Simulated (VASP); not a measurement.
Write the native input for VASP 6.6.1 that does the following.

```yaml
Task: single point
Functional: LDA
Potentials_or_basis: VASP PAW PBE potentials, release 64 (Lu)
Cutoff: 520 eV
k_mesh: 8 × 8 × 8
Occupations: gaussian, width 0.1 eV
Spin: non-collinear spin, typed start
Starting_moments: "[[0.118, -0.173, 0.201]] μB"
Dipole_correction: no
Further_INCAR_settings: ALGO = Fast; EDIFF = 1e-06; NBANDS = 36
```

The structure of Lu lies in POSCAR:

```
Lu
1.0
   -1.9541071088      1.9541071088      1.9541071088
    1.9541071088     -1.9541071088      1.9541071088
    1.9541071088      1.9541071088     -1.9541071088
Lu
1
Direct
    0.0000000000      0.0000000000      0.0000000000
```

This isn't the form of Lu at room conditions, which is hcp.

One way to write it, as run:

INCAR

```
  PREC = Accurate
  ENCUT = 520
  EDIFF = 1E-6
  ISMEAR = 0
  SIGMA = 0.1
  LREAL = False
  LASPH = True
  NELM = 150
  ALGO = Fast
  ISIF = 2
  LWAVE = False
  LCHARG = False
  LNONCOLLINEAR = True
  MAGMOM = 0.118 -0.173 0.201
  LORBIT = 11
  GGA = CA
  NBANDS = 36
```

KPOINTS

```
regular mesh
0
Gamma
  8 8 8
```

Potentials or basis: VASP PAW PBE potentials, release 64 (Lu).

Command:

```sh
$ cat potpaw_PBE.64/Lu/POTCAR > POTCAR
$ mpirun -np 1 vasp_ncl > vasp.out
```

It gave:

The pressure is -5.4 GPa. The band gap on the k mesh is zero (bands 25 and 26 overlap by 3.43 eV). The net moment is 0.00 μB per cell and the valence electrons inside the program's atomic spheres are Lu 23.14.

Caveat: the cell stands under tension; the PAW data sets were made with another functional, which shifts forces and pressure a little; spin-orbit coupling is left out, which moves the levels of the heavy elements.

Wall time 18 min on 1 thread of Intel(R) Xeon(R) Platinum 8375C CPU @ 2.90GHz (Ice Lake) (shared host), peak memory 0.51 GiB.
